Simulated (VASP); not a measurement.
# BaTiO3 (Pm-3m) in VASP: a series of runs

Runs on BaTiO3. Level: PBE. Tasks: single point.

Program: VASP 6.6.1. These are calculated values, not measurements. Logs are shortened: lines on timing, memory, paths and dates and some standing lists are left out, and cuts for length are marked.

## (1) The cell of the first run

It takes space group Pm-3m (No. 221, cubic). Conventional cell: a = 4.039 Å, b = 4.039 Å, c = 4.039 Å, α = 90.00°, β = 90.00°, γ = 90.00°. Within 3.8 Å of Ba (site symmetry m-3m) lie 12 O at 2.86 Å and 8 Ti at 3.50 Å. Within 2.7 Å of Ti (site symmetry m-3m) lie 6 O at 2.02 Å. O (site symmetry 4/mmm) has 2 Ti at 2.02 Å within 2.7 Å.

## (2) Single point, PBE

File INCAR:

```
SYSTEM = BaTiO3
ALGO = Normal ; EDIFF = 1E-6
ENCUT = 1340 ; GGA = PE
GGA_COMPAT = .FALSE. ; ISIF = 2
ISMEAR = 0 ; LASPH = .TRUE.
LCHARG = .FALSE. ; LREAL = .FALSE.
LWAVE = .FALSE. ; NBANDS = 28
NELM = 120 ; PREC = Accurate
SIGMA = 0.01
```

File KPOINTS:

```
k-points
0
G
  6 6 6
  0 0 0
```

File POSCAR:

```
BaTiO3
1.0
    4.0391089395      0.0000000000      0.0000000000
    0.0000000000      4.0391089395      0.0000000000
    0.0000000000      0.0000000000      4.0391089395
Ba Ti O
1 1 3
Direct
    0.5000000000      0.5000000000      0.5000000000
    0.0000000000      0.0000000000      0.0000000000
    0.5000000000      0.0000000000      0.0000000000
    0.0000000000      0.5000000000      0.0000000000
    0.0000000000      0.0000000000      0.5000000000
```

Potentials or basis: VASP PAW PBE potentials, release 64 (Ba_sv, Ti_sv, O_h).

Command:

```console
$ cat potpaw_PBE.64/Ba_sv/POTCAR potpaw_PBE.64/Ti_sv/POTCAR potpaw_PBE.64/O_h/POTCAR > POTCAR
$ mpirun -np 1 vasp_std > vasp.out
```

OUTCAR:

```text
SYSTEM = BaTiO3
   EDIFF = 1E-6
   ENCUT = 1340
   GGA = PE
   ISIF = 2
   ISMEAR = 0
   LASPH = .TRUE.
   LREAL = .FALSE.
   NELM = 120
   PREC = Accurate

 ion  position               nearest neighbor table
   1  0.500  0.500  0.500-   3 2.86   4 2.86   5 2.86   3 2.86   4 2.86   3 2.86   5 2.86   3 2.86
                             4 2.86   5 2.86   4 2.86   5 2.86   2 3.50   2 3.50   2 3.50   2 3.50
   2  0.000  0.000  0.000-   3 2.02   4 2.02   5 2.02   5 2.02   4 2.02   3 2.02   1 3.50   1 3.50
                             1 3.50   1 3.50   1 3.50   1 3.50   1 3.50   1 3.50
   3  0.500  0.000  0.000-   2 2.02   2 2.02   1 2.86   1 2.86   1 2.86   1 2.86
   4  0.000  0.500  0.000-   2 2.02   2 2.02   1 2.86   1 2.86   1 2.86   1 2.86
   5  0.000  0.000  0.500-   2 2.02   2 2.02   1 2.86   1 2.86   1 2.86   1 2.86

  LATTYP: Found a simple cubic cell.
 ALAT       =     4.0391089395

  Lattice vectors:

 A1 = (   4.0391089395,   0.0000000000,   0.0000000000)
 A2 = (   0.0000000000,   4.0391089395,   0.0000000000)
 A3 = (   0.0000000000,   0.0000000000,   4.0391089395)

Analysis of symmetry for initial positions (statically):
=====================================================================
 Subroutine PRICEL returns:
 Original cell was already a primitive cell.

 Routine SETGRP: Setting up the symmetry group for a
 simple cubic supercell.

 Subroutine GETGRP returns: Found 48 space group operations
 (whereof 48 operations were pure point group operations)
 out of a pool of 48 trial point group operations.

The static configuration has the point symmetry O_h .

Analysis of symmetry for dynamics (positions and initial velocities):
=====================================================================
 Subroutine PRICEL returns:
 Original cell was already a primitive cell.

 Routine SETGRP: Setting up the symmetry group for a
 simple cubic supercell.

 Subroutine GETGRP returns: Found 48 space group operations
 (whereof 48 operations were pure point group operations)
 out of a pool of 48 trial point group operations.

The dynamic configuration has the point symmetry O_h .

 Subroutine INISYM returns: Found 48 space group operations
 (whereof 48 operations are pure point group operations),
 and found     1 'primitive' translations

----------------------------------------------------------------------------------------

[... 93 lines left out ...]
   EDIFF  = 0.1E-05   stopping-criterion for ELM
   LREAL  =      F    real-space projection
   EDIFFG = 0.1E-04   stopping-criterion for IOM
   NSW    =      0    number of steps for IOM
   IBRION =     -1    ionic relax: 0-MD 1-quasi-New 2-CG
   NFREE  =      0    steps in history (QN), initial steepest desc. (CG)
   ISIF   =      2    stress and relaxation
   ISYM   =      2    0-nonsym 1-usesym 2-fastsym
   POTIM  = 0.5000    time-step for ionic-motion
   TEBEG  =    0.0;   TEEND  =   0.0 temperature during run
   PSTRESS=    0.0 pullay stress
   NELECT =      40.0000    total number of electrons
   NUPDOWN=      -1.0000    fix difference up-down
   EMIN   =  10.00;   EMAX   =-10.00  energy-range for DOS
   EFERMI =   0.00;   METHOD = LEGACY
   ISMEAR =     0;   SIGMA  =   0.01  broadening in eV -4-tet -1-fermi 0-gaus
   EFERMI_NEDOS =   21; number of points for ismear=-14 and -15
   IALGO  =     38    algorithm
   IMIX   =      4    mixing-type and parameters
     AMIX     =   0.40;   BMIX     =  1.00
     AMIX_MAG =   1.60;   BMIX_MAG =  1.00
  volume/ion in A,a.u.               =      13.18        88.94
  Fermi-wavevector in a.u.,A,eV,Ry     =   1.386147  2.619438 26.142278  1.921403
  Thomas-Fermi vector in A             =   2.510490
   LORBIT       =      0    0 simple, 1 ext, 2 COOP (PROOUT), +10 PAW based schemes
   GGA     = PE    functional components
   LHFCALC =     F    Hartree Fock is set to
   AEXX    =    0.0000 exact exchange contribution
   IVDW    =     0    specifies the selected vdW correction
   LEPSILON=     F    determine dielectric tensor
   LRPA    =     F    only Hartree local field effects (RPA)
 non-spin polarized calculation
 Gauss-broadening in eV      SIGMA  =   0.01
  energy-cutoff  :     1340.00
  volume of cell :       65.90
 maximum number of plane-waves:      7400
   NGX = 25   NGY = 25   NGZ = 25

 number of electron      39.9999998 magnetization

 Free energy of the ion-electron system (eV)
  ---------------------------------------------------
  ext. energy  EPLUGINS =         0.00000000
  ---------------------------------------------------
  free energy    TOTEN  =       -40.01141180 eV

  energy without entropy =      -40.01141180  energy(sigma->0) =      -40.01141180

 E-fermi :   4.1137     XC(G=0): -11.1202

 val. band max:        3.9713920295   @ k =   0.5000   0.5000   0.5000
 cond. band min:       5.6646668232   @ k =   0.0000   0.0000   0.0000
 fundamental gap:      1.6932747937
 Fermi energy:         4.1137048436

 k-point     1 :       0.0000    0.0000    0.0000
  band No.  band energies     occupation
      1     -52.7794      2.00000
      2     -28.9757      2.00000
      3     -28.9757      2.00000
      4     -28.9757      2.00000
      5     -20.9028      2.00000
      6     -12.8533      2.00000
[... 609 lines left out ...]
     27      11.3525      0.00000
     28      11.3525      0.00000

------------------------ aborting loop because EDIFF is reached ----------------------------------------

  FORCE on cell =-STRESS in cart. coord.  units (eV):
  Direction    XX          YY          ZZ          XY          YZ          ZX
  --------------------------------------------------------------------------------------
  -------------------------------------------------------------------------------------
  Total       -0.3435883     -0.3435883     -0.3435883     -0.0000000      0.0000000     -0.0000000
  in kB       -8.3539584     -8.3539584     -8.3539584     -0.0000000      0.0000000     -0.0000000
  external PRESSURE =      -8.3539584 kB  Pullay stress =       0.0000000 kB

 VOLUME and BASIS-vectors are now :
 -----------------------------------------------------------------------------
  energy-cutoff  :     1340.00
  volume of cell :       65.90
      direct lattice vectors                 reciprocal lattice vectors
     4.039108940  0.000000000  0.000000000     0.247579358  0.000000000  0.000000000
     0.000000000  4.039108940  0.000000000     0.000000000  0.247579358  0.000000000
     0.000000000  0.000000000  4.039108940     0.000000000  0.000000000  0.247579358

 POSITION                                       TOTAL-FORCE (eV/Angst)
 -----------------------------------------------------------------------------------
      2.01955      2.01955      2.01955         0.000000      0.000000      0.000000
      0.00000      0.00000      0.00000         0.000000      0.000000      0.000000
      2.01955      0.00000      0.00000         0.000000      0.000000      0.000000
      0.00000      2.01955      0.00000         0.000000      0.000000      0.000000
      0.00000      0.00000      2.01955         0.000000      0.000000      0.000000
 -----------------------------------------------------------------------------------
    total drift:                                0.000000      0.000000      0.000000

  FREE ENERGIE OF THE ION-ELECTRON SYSTEM (eV)
  ---------------------------------------------------
  free  energy   TOTEN  =       -40.0114117971 eV

  energy  without entropy=      -40.0114117971  energy(sigma->0) =      -40.01141180
```

OSZICAR:

```text
N       E                     dE             d eps       ncg     rms          rms(c)
DAV:   1     0.662176276838E+03    0.66218E+03   -0.35083E+04  1120   0.306E+03
DAV:   2     0.724667850374E+02   -0.58971E+03   -0.56479E+03  1172   0.622E+02
DAV:   3    -0.437046119103E+02   -0.11617E+03   -0.10789E+03  1596   0.212E+02
DAV:   4    -0.508526100797E+02   -0.71480E+01   -0.71250E+01  1460   0.511E+01
DAV:   5    -0.510950198940E+02   -0.24241E+00   -0.24221E+00  1656   0.904E+00    0.226E+01
DAV:   6    -0.401940751489E+02    0.10901E+02   -0.56659E+01  1664   0.646E+01    0.995E+00
DAV:   7    -0.401923916267E+02    0.16835E-02   -0.10694E+01  1532   0.230E+01    0.649E+00
DAV:   8    -0.400363019360E+02    0.15609E+00   -0.67190E-01  1340   0.643E+00    0.392E+00
DAV:   9    -0.400485152949E+02   -0.12213E-01   -0.52379E-01  1624   0.676E+00    0.185E+00
DAV:  10    -0.400202193142E+02    0.28296E-01   -0.24217E-01  1428   0.465E+00    0.799E-01
DAV:  11    -0.400125462055E+02    0.76731E-02   -0.40539E-02  1460   0.129E+00    0.377E-01
DAV:  12    -0.400116498839E+02    0.89632E-03   -0.95113E-03  1296   0.956E-01    0.132E-01
DAV:  13    -0.400114552573E+02    0.19463E-03   -0.75641E-04  1448   0.279E-01    0.598E-02
DAV:  14    -0.400114098496E+02    0.45408E-04   -0.11146E-04  1624   0.101E-01    0.124E-02
DAV:  15    -0.400114116346E+02   -0.17850E-05   -0.19596E-05  1480   0.341E-02    0.840E-03
DAV:  16    -0.400114117971E+02   -0.16246E-06   -0.26372E-06  1148   0.161E-02
   1 F= -.40011412E+02 E0= -.40011412E+02  d E =-.864379E-92
```

Run time: 79 s. Hardware: 1 thread of AMD EPYC 9R45 (Zen 5), shared host; peak memory 0.39 GiB.

Results:

```yaml
Free_energy: -40.0114 eV
Pressure: -0.8 GPa
Band_gap_on_the_k_mesh: 1.69 eV (least direct gap 1.86 eV)
```

Caveat: spin-orbit coupling is left out, which moves the levels of the heavy elements. A k mesh can miss the band edges.

[end of part 1 of 2]
